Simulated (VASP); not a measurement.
A run of VASP 6.6.1 is set up as follows.

Contents of INCAR:

```
PREC = Accurate ; ENCUT = 520
EDIFF = 1E-6 ; ISMEAR = -1
SIGMA = 0.05 ; LREAL = F
LASPH = T ; NELM = 60
ALGO = Normal ; ISIF = 2
LWAVE = F ; LCHARG = F
GGA = PS ; NBANDS = 13
```

File KPOINTS:

```
Automatic mesh
0
Gamma
  12 12 12
```

POSCAR

```
W
1.0
   -1.5616870748      1.5616870748      1.5616870748
    1.5616870748     -1.5616870748      1.5616870748
    1.5616870748      1.5616870748     -1.5616870748
W
1
Direct
    0.0000000000      0.0000000000      0.0000000000
```

Potentials or basis: VASP PAW PBE potentials, release 64 (W_sv).

The run is started by

```sh
$ cat potpaw_PBE.64/W_sv/POTCAR > POTCAR
$ mpirun -np 1 vasp_std > vasp.out
```

Q: Estimate the pressure.

A: 10.8 GPa.

Q: What does it give for the band gap on the k mesh?

A: Zero (band 7 reaches 17.34 eV, above the bottom of band 8 at 10.56 eV).

Caveat: the PAW data sets were made with another functional, which shifts forces and pressure a little; spin-orbit coupling is left out, which moves the levels of the heavy elements.
